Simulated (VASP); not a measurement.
A run of VASP 6.6.1 is set up as follows.

File POSCAR:

```
HfC
1.0
    0.0000000000      2.3250000000      2.3250000000
    2.3250000000      0.0000000000      2.3250000000
    2.3250000000      2.3250000000      0.0000000000
Hf C
1 1
Direct
    0.5000000000      0.5000000000      0.5000000000
    0.0000000000      0.0000000000      0.0000000000
```

File INCAR.step1:

```
  ALGO = Normal
  EDIFF = 1E-4
  ENCUT = 600
  GGA = PE
  ISMEAR = -1
  LASPH = T
  LCHARG = F
  LREAL = F
  LWAVE = T
  NELM = 60
  PREC = Accurate
  SIGMA = 0.1
```

The input INCAR.step2:

```
  ALGO = Normal
  EDIFF = 1E-6
  EDIFFG = -0.01
  ENCUT = 600
  IBRION = 2
  ISIF = 3
  ISMEAR = -1
  ISTART = 1
  LASPH = T
  LCHARG = F
  LMIXTAU = T
  LREAL = F
  LWAVE = F
  METAGGA = R2SCAN
  NELM = 60
  NSW = 60
  PREC = Accurate
  SIGMA = 0.1
```

Contents of KPOINTS:

```
k-points
0
Gamma
  10 10 10
```

Potentials or basis: VASP PAW PBE potentials, release 64 (Hf_pv, C).

Command:

```sh
$ cat potpaw_PBE.64/Hf_pv/POTCAR potpaw_PBE.64/C/POTCAR > POTCAR
$ cp INCAR.step1 INCAR
$ mpirun -np 1 vasp_std > vasp.out
$ cp INCAR.step2 INCAR
$ mpirun -np 1 vasp_std > vasp.out
```

**Question.** Predict the band gap on the k mesh.

**Answer.** Zero (band 7 reaches 6.98 eV, above the bottom of band 8 at 5.51 eV).

**Question.** What does it give for the relaxed volume?

**Answer.** 12.44 Å³/atom.

**Question.** Estimate the relaxed cell.

**Answer.** a = 3.277 Å, b = 3.277 Å, c = 3.277 Å, α = 60.00°, β = 60.00°, γ = 60.00°.

Final structure:
```
CELL_PARAMETERS angstrom
0.00000 2.31705 2.31705
2.31705 0.00000 2.31705
2.31705 2.31705 0.00000
ATOMIC_POSITIONS crystal
Hf 0.50000 0.50000 0.50000
C 0.00000 0.00000 0.00000
```

Caveat: the PAW data sets were made with another functional, which shifts forces and pressure a little; spin-orbit coupling is left out, which moves the levels of the heavy elements.
